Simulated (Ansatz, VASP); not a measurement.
# LaIn in VASP and in Ansatz

File INCAR:

```
SYSTEM = LaIn
ALGO     = Normal         ! electronic algorithm
EDIFF    = 1E-8           ! SCF threshold, eV
ENCUT    = 520            ! plane-wave cutoff, eV
ISIF     = 2              ! what is computed and relaxed
ISMEAR   = -1             ! smearing method
LASPH    = .TRUE.         ! aspherical terms in the spheres
LCHARG   = .FALSE.        ! write CHGCAR
LEFG     = .TRUE.       
LREAL    = .FALSE.        ! projectors in reciprocal space
LWAVE    = .FALSE.        ! write WAVECAR
NBANDS   = 19             ! bands
NELM     = 100            ! most SCF steps
PREC     = Accurate       ! precision mode
SIGMA    = 0.05           ! smearing width, eV
```

The input KPOINTS:

```
k-points
0
G
  9 9 9
  0 0 0
```

Contents of POSCAR:

```
LaIn
1.0
    2.9133890200      0.0000000000      0.0000000000
    0.0000000000      2.9133890200      0.0000000000
    0.0000000000      0.0000000000      2.9133890200
La In
1 1
Direct
    0.5000000000      0.5000000000      0.5000000000
    0.0000000000      0.0000000000      0.0000000000
```

Input for Ansatz:

```yaml
crystal:
  lattice:
    - [2.91338902, 0.0, 0.0]
    - [0.0, 2.91338902, 0.0]
    - [0.0, 0.0, 2.91338902]
  atoms:
    - { symbol: La, position: [0.5, 0.5, 0.5] }
    - { symbol: In, position: [0.0, 0.0, 0.0] }
kpoints:
  mp_grid: { grid: [9, 9, 9] }
scf:
  occupations: { method: fermi_dirac, width: 0.05 }
hamiltonian:
  xc: lda
  pseudopotentials: { kind: all_electron, datasets: crystal }
output:
  forces: true
  stress: true
  eigenvalues: true
  efg: { contact_densities: true }
```

Change from the starting cell: volume scaled by 0.4, crystal datasets.

Alike in both runs: task electric field gradients; functional LDA; k mesh 9 × 9 × 9; occupations fermi-dirac, width 0.05 eV; no spin polarisation.

|  | VASP | Ansatz |
| --- | --- | --- |
| version | VASP 6.6.1 | Ansatz 0.2.0 |
| potentials or method | VASP PAW LDA potentials, release 64 (La, In_d), cutoff 520 eV | all-electron PAW with datasets made for the crystal, scalar-relativistic |

Ansatz gave:

```
pressure (GPa) : 263.8
```

Question: Which values does VASP return?

Answer: Pressure (GPa): 265.4.

LDA's correlation is that of Perdew and Zunger in VASP and of Perdew and Wang (1992) in Ansatz. Both programs put the cell under a high pressure, so it lies far from rest at this level. Ansatz ran all-electron here, and VASP with PAW potentials. Ansatz's warnings: printed levels off.

Neither program's run includes spin-orbit coupling. Noted on VASP's run: the cell as given lies far from equilibrium.
